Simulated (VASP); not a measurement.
## RbAgBr2: single point with PBE

Crystal: RbAgBr2.

```
CELL_PARAMETERS angstrom
4.53209 0.00000 0.00000
0.00000 4.53209 0.00000
0.00000 0.00000 6.36803
ATOMIC_POSITIONS crystal
Rb 0.00000 0.00000 0.00000
Br 0.00000 0.00000 0.50000
Br 0.50000 0.50000 0.00000
Ag 0.50000 0.50000 0.50000
```

| Quantity | Value |
| --- | --- |
| Program | VASP 6.6.1 |
| Task | single point |
| Functional | PBE |
| Potentials or basis | VASP PAW PBE potentials, release 64 (Rb_sv, Br, Ag) |
| Cutoff | 520 eV |
| k mesh | 6 × 6 × 4 |
| Occupations | gaussian, width 0.01 eV |
| Spin | no spin polarisation |

| Property | Result |
| --- | --- |
| Pressure | 0.7 GPa |
| Band gap on the k mesh | 1.19 eV (least direct gap 1.81 eV) |

Levels at points of the mesh, in eV from the valence-band top:
```tsv
k point	band 14	band 15	band 16	band 17	band 18	band 19	band 20	band 21
(0.00, 0.00, 0.00)	-1.23	-0.69	-0.62	-0.62	1.19	5.51	6.16	7.80
(0.50, 0.00, 0.00)	-1.43	-1.16	-0.69	-0.09	3.89	5.14	6.49	7.43
(0.50, 0.50, 0.00)	-1.39	-0.81	-0.81	-0.79	1.94	5.88	5.88	7.76
(0.00, 0.00, 0.50)	-1.22	-1.09	-0.58	-0.58	2.74	5.43	5.64	7.52
(0.50, 0.00, 0.50)	-1.15	-1.01	-0.11	0.00	4.72	4.89	5.36	6.97
(0.50, 0.50, 0.50)	-1.40	-0.92	-0.78	-0.78	3.31	6.44	6.44	6.79
```

It took 2.5 min on 1 thread of AMD EPYC 7R13, on a shared host, peak memory 0.27 GiB.

A k mesh can miss the band edges.
